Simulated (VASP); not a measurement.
# Ga (Pm-3m) in VASP: single point with PBEsol

Aim: the single point of Ga with PBEsol.

Program: VASP 6.6.1. These are calculated values, not measurements. Logs are shortened: lines on timing, memory, paths and dates and some standing lists are left out, and cuts for length are marked.

**1. The cell of the first run**

The structure is cubic, space group Pm-3m (No. 221). The conventional cell has a = 2.669 Å, b = 2.669 Å, c = 2.669 Å, α = 90.00°, β = 90.00°, γ = 90.00°. Within 3.5 Å of Ga (site symmetry m-3m) lie 6 Ga at 2.67 Å.

**2. Single point, PBEsol**

The input, INCAR:

```
PREC     = Accurate       # precision mode
ENCUT    = 520            # plane-wave cutoff, eV
EDIFF    = 1E-7           # SCF threshold, eV
ISMEAR   = -1             # smearing method
SIGMA    = 0.13605693000000002 # smearing width, eV
LREAL    = False          # projectors in reciprocal space
LASPH    = True           # aspherical terms in the spheres
NELM     = 60             # most SCF steps
ALGO     = Normal         # electronic algorithm
ISIF     = 2              # what is computed and relaxed
LWAVE    = False          # write WAVECAR
LCHARG   = False          # write CHGCAR
GGA      = PS             # functional
NBANDS   = 12             # bands
```

The input, KPOINTS:

```
Automatic mesh
0
Gamma
  12 12 12
```

The input, POSCAR:

```
Ga
1.0
    2.6687761087      0.0000000000      0.0000000000
    0.0000000000      2.6687761087      0.0000000000
    0.0000000000      0.0000000000      2.6687761087
Ga
1
Direct
    0.0000000000      0.0000000000      0.0000000000
```

Potentials or basis: VASP PAW PBE potentials, release 64 (Ga_d).

The run is started by

```console
> cat potpaw_PBE.64/Ga_d/POTCAR > POTCAR
> mpirun -np 1 vasp_std > vasp.out
```

OUTCAR:

```text
PREC = Accurate
   ENCUT = 520
   EDIFF = 1E-7
   ISMEAR = -1
   LREAL = False
   LASPH = True
   NELM = 60
   ISIF = 2
   GGA = PS

 ion  position               nearest neighbor table
   1  0.000  0.000  0.000-

  LATTYP: Found a simple cubic cell.
 ALAT       =     2.6687761087

  Lattice vectors:

 A1 = (   2.6687761087,   0.0000000000,   0.0000000000)
 A2 = (   0.0000000000,   2.6687761087,   0.0000000000)
 A3 = (   0.0000000000,   0.0000000000,   2.6687761087)

Analysis of symmetry for initial positions (statically):
=====================================================================
 Subroutine PRICEL returns:
 Original cell was already a primitive cell.

 Routine SETGRP: Setting up the symmetry group for a
 simple cubic supercell.

 Subroutine GETGRP returns: Found 48 space group operations
 (whereof 48 operations were pure point group operations)
 out of a pool of 48 trial point group operations.

The static configuration has the point symmetry O_h .

Analysis of symmetry for dynamics (positions and initial velocities):
=====================================================================
 Subroutine PRICEL returns:
 Original cell was already a primitive cell.

 Routine SETGRP: Setting up the symmetry group for a
 simple cubic supercell.

 Subroutine GETGRP returns: Found 48 space group operations
 (whereof 48 operations were pure point group operations)
 out of a pool of 48 trial point group operations.

The dynamic configuration has the point symmetry O_h .

 Subroutine INISYM returns: Found 48 space group operations
 (whereof 48 operations are pure point group operations),
 and found     1 'primitive' translations

----------------------------------------------------------------------------------------

                                     Primitive cell

  volume of cell :      19.0080

  direct lattice vectors                    reciprocal lattice vectors
     2.668776109  0.000000000  0.000000000     0.374703594  0.000000000  0.000000000
     0.000000000  2.668776109  0.000000000     0.000000000  0.374703594  0.000000000
     0.000000000  0.000000000  2.668776109     0.000000000  0.000000000  0.374703594

  length of vectors
     2.668776109  2.668776109  2.668776109     0.374703594  0.374703594  0.374703594

  position of ions in fractional coordinates (direct lattice)
     0.000000000  0.000000000  0.000000000

  ion indices of the primitive-cell ions
   primitive index   ion index
                 1           1

----------------------------------------------------------------------------------------

 KPOINTS: Automatic mesh

Automatic generation of k-mesh.
 Grid dimensions read from file:
 generate k-points for:   12   12   12

 Generating k-lattice:

  Cartesian coordinates                     Fractional coordinates (reciprocal lattice)
     0.031225300  0.000000000  0.000000000     0.083333333  0.000000000  0.000000000
     0.000000000  0.031225300  0.000000000     0.000000000  0.083333333  0.000000000
     0.000000000  0.000000000  0.031225300     0.000000000  0.000000000  0.083333333

  Length of vectors
     0.031225300  0.031225300  0.031225300

  Shift w.r.t. Gamma in fractional coordinates (k-lattice)
     0.000000000  0.000000000  0.000000000

 Subroutine IBZKPT returns following result:
 ===========================================

 Found     84 irreducible k-points:

 Following reciprocal coordinates:
            Coordinates               Weight
  0.000000  0.000000  0.000000      1.000000
  0.083333  0.000000  0.000000      6.000000
  0.166667  0.000000  0.000000      6.000000
  0.250000  0.000000  0.000000      6.000000
  0.333333  0.000000  0.000000      6.000000
  0.416667  0.000000  0.000000      6.000000
[... 16 lines left out ...]
  0.333333  0.333333  0.000000     12.000000
  0.416667  0.333333  0.000000     24.000000
 [... further k-points ...]
   k-points           NKPTS =     84   k-points in BZ     NKDIM =     84   number of bands    NBANDS=     12
   number of dos      NEDOS =    301   number of ions     NIONS =      1
   total plane-waves  NPLWV =   8000
   dimension x,y,z NGX =    20 NGY =   20 NGZ =   20
   dimension x,y,z NGXF=    40 NGYF=   40 NGZF=   40
   ions per type =               1
   NGX,Y,Z   is equivalent  to a cutoff of  12.46, 12.46, 12.46 a.u.
   NGXF,Y,Z  is equivalent  to a cutoff of  24.92, 24.92, 24.92 a.u.
 SYSTEM =  unknown system
   PREC   = accura    normal or accurate (medium, high low for compatibility)
   ISTART =      0    job   : 0-new  1-cont  2-samecut
   ICHARG =      2    charge: 1-file 2-atom 10-const
   ISPIN  =      1    spin polarized calculation?
   LNONCOLLINEAR =      F non collinear calculations
   LSORBIT =      F    spin-orbit coupling
   LASPH  =      T    aspherical Exc in radial PAW
   ENCUT  =  520.0 eV  38.22 Ry    6.18 a.u.   4.96  4.96  4.96*2*pi/ulx,y,z
   NELM   =     60;   NELMIN=  2; NELMDL= -5     # of ELM steps
   EDIFF  = 0.1E-06   stopping-criterion for ELM
   LREAL  =      F    real-space projection
   EDIFFG = 0.1E-05   stopping-criterion for IOM
   NSW    =      0    number of steps for IOM
   IBRION =     -1    ionic relax: 0-MD 1-quasi-New 2-CG
   NFREE  =      0    steps in history (QN), initial steepest desc. (CG)
   ISIF   =      2    stress and relaxation
   ISYM   =      2    0-nonsym 1-usesym 2-fastsym
   POTIM  = 0.5000    time-step for ionic-motion
   TEBEG  =    0.0;   TEEND  =   0.0 temperature during run
   PSTRESS=    0.0 pullay stress
   NELECT =      13.0000    total number of electrons
   NUPDOWN=      -1.0000    fix difference up-down
   EMIN   =  10.00;   EMAX   =-10.00  energy-range for DOS
   EFERMI =   0.00;   METHOD = LEGACY
   ISMEAR =    -1;   SIGMA  =   0.14  broadening in eV -4-tet -1-fermi 0-gaus
   EFERMI_NEDOS =   21; number of points for ismear=-14 and -15
   IALGO  =     38    algorithm
   IMIX   =      4    mixing-type and parameters
     AMIX     =   0.40;   BMIX     =  1.00
     AMIX_MAG =   1.60;   BMIX_MAG =  1.00
  volume/ion in A,a.u.               =      19.01       128.27
  Fermi-wavevector in a.u.,A,eV,Ry     =   1.442372  2.725687 28.306045  2.080436
  Thomas-Fermi vector in A             =   2.560899
   LORBIT       =      0    0 simple, 1 ext, 2 COOP (PROOUT), +10 PAW based schemes
   GGA     = PS    functional components
   LHFCALC =     F    Hartree Fock is set to
   AEXX    =    0.0000 exact exchange contribution
   IVDW    =     0    specifies the selected vdW correction
   LEPSILON=     F    determine dielectric tensor
   LRPA    =     F    only Hartree local field effects (RPA)
 non-spin polarized calculation
  energy-cutoff  :      520.00
  volume of cell :       19.01
 maximum number of plane-waves:       536
 NGX is ok and might be reduce to    20
   NGX =  9   NGY =  9   NGZ =  9

 number of electron      12.9999996 magnetization

 Free energy of the ion-electron system (eV)
  ---------------------------------------------------
  ext. energy  EPLUGINS =         0.00000000
  ---------------------------------------------------
  free energy    TOTEN  =        -3.28002382 eV

  energy without entropy =       -3.25534430  energy(sigma->0) =       -3.26768406

 E-fermi :   5.0158     XC(G=0): -11.0422

 val. band max:        4.9158963503   @ k =   0.5000   0.5000   0.1667
 cond. band min:       5.1189692218   @ k =   0.5000   0.3333   0.3333
 fundamental gap:      0.2030728714
 Fermi energy:         5.0158459729

 k-point     1 :       0.0000    0.0000    0.0000
  band No.  band energies     occupation
      1     -10.0641      2.00000
      2     -10.0641      2.00000
      3      -9.4761      2.00000
      4      -9.4761      2.00000
      5      -9.4761      2.00000
      6      -5.8772      2.00000
      7      14.3686      0.00000
      8      14.3686      0.00000
      9      14.3686      0.00000
     10      17.3020      0.00000
     11      17.3020      0.00000
     12      19.9945      0.00000

 k-point     2 :       0.0833    0.0000    0.0000
  band No.  band energies     occupation
      1     -10.0610      2.00000
      2     -10.0379      2.00000
      3      -9.4871      2.00000
      4      -9.4871      2.00000
      5      -9.4752      2.00000
      6      -5.7304      2.00000
      7      12.3303      0.00000
      8      14.5231      0.00000
      9      14.5231      0.00000
     10      17.4251      0.00000
     11      18.6566      0.00000
     12      21.0288      0.00000

 k-point     3 :       0.1667    0.0000    0.0000
  band No.  band energies     occupation
      1     -10.0525      2.00000
      2      -9.9683      2.00000
      3      -9.5170      2.00000
      4      -9.5170      2.00000
      5      -9.4727      2.00000
      6      -5.2866      2.00000
      7       9.4302      0.00000
      8      14.9778      0.00000
      9      14.9778      0.00000
     10      17.7952      0.00000
     11      19.4215      0.00000
     12      24.1832      0.00000
[... 286 lines left out ...]
 k-point    23 :       0.3333    0.3333    0.0000
  band No.  band energies     occupation
      1      -9.8981      2.00000
      2      -9.7958      2.00000
      3      -9.5842      2.00000
      4      -9.5792      2.00000
      5      -9.5373      2.00000
      6      -1.1849      2.00000
      7       5.7128      0.01185
      8       7.1576      0.00000
      9      14.4528      0.00000
     10      18.9233      0.00000
     11      22.2887      0.00000
     12      27.3425      0.00000

 k-point    24 :       0.4167    0.3333    0.0000
  band No.  band energies     occupation
      1      -9.8820      2.00000
      2      -9.8414      2.00000
      3      -9.6096      2.00000
      4      -9.5777      2.00000
      5      -9.4627      2.00000
      6       0.0606      2.00000
      7       4.1169      1.99730
      8       7.6458      0.00000
      9      12.5944      0.00000
     10      19.8907      0.00000
     11      23.3867      0.00000
     12      26.1951      0.00000

 [... further k-points ...]
[... 5 lines left out ...]
  --------------------------------------------------------------------------------------
  -------------------------------------------------------------------------------------
  Total       -0.0392118     -0.0392118     -0.0392118     -0.0000000     -0.0000000     -0.0000000
  in kB       -3.3051481     -3.3051481     -3.3051481     -0.0000000     -0.0000000     -0.0000000
  external PRESSURE =      -3.3051481 kB  Pullay stress =       0.0000000 kB

 VOLUME and BASIS-vectors are now :
 -----------------------------------------------------------------------------
  energy-cutoff  :      520.00
  volume of cell :       19.01
      direct lattice vectors                 reciprocal lattice vectors
     2.668776109  0.000000000  0.000000000     0.374703594  0.000000000  0.000000000
     0.000000000  2.668776109  0.000000000     0.000000000  0.374703594  0.000000000
     0.000000000  0.000000000  2.668776109     0.000000000  0.000000000  0.374703594

 POSITION                                       TOTAL-FORCE (eV/Angst)
 -----------------------------------------------------------------------------------
      0.00000      0.00000      0.00000         0.000000      0.000000      0.000000
 -----------------------------------------------------------------------------------
    total drift:                                0.000000      0.000000      0.000000

  FREE ENERGIE OF THE ION-ELECTRON SYSTEM (eV)
  ---------------------------------------------------
  free  energy   TOTEN  =        -3.2800238154 eV

  energy  without entropy=       -3.2553443031  energy(sigma->0) =       -3.26768406
```

Wall time 5.5 s (1 thread of Intel Xeon 6975P-C (Granite Rapids), shared host); peak memory 0.13 GiB.

What came out:

| Property | Result |
| --- | --- |
| Free energy | -3.2800 eV |
| Pressure | -0.3 GPa |

Levels at points of the mesh, in eV from the Fermi level:
| k point | band 2 | band 3 | band 4 | band 5 | band 6 | band 7 | band 8 | band 9 | band 10 | band 11 |
| --- | --- | --- | --- | --- | --- | --- | --- | --- | --- | --- |
| (0.00, 0.00, 0.00) | -15.08 | -14.49 | -14.49 | -14.49 | -10.89 | 9.35 | 9.35 | 9.35 | 12.29 | 12.29 |
| (0.50, 0.00, 0.00) | -14.72 | -14.65 | -14.65 | -14.48 | -6.24 | -4.32 | 13.01 | 13.01 | 16.19 | 16.92 |
| (0.50, 0.50, 0.00) | -14.87 | -14.63 | -14.63 | -14.34 | -1.39 | -0.70 | -0.70 | 4.24 | 16.80 | 21.08 |
| (0.50, 0.50, 0.50) | -14.88 | -14.88 | -14.33 | -14.33 | 2.78 | 2.78 | 2.78 | 4.46 | 8.40 | 8.40 |

Caveat: the PAW data sets were made with another functional, which shifts forces and pressure a little.
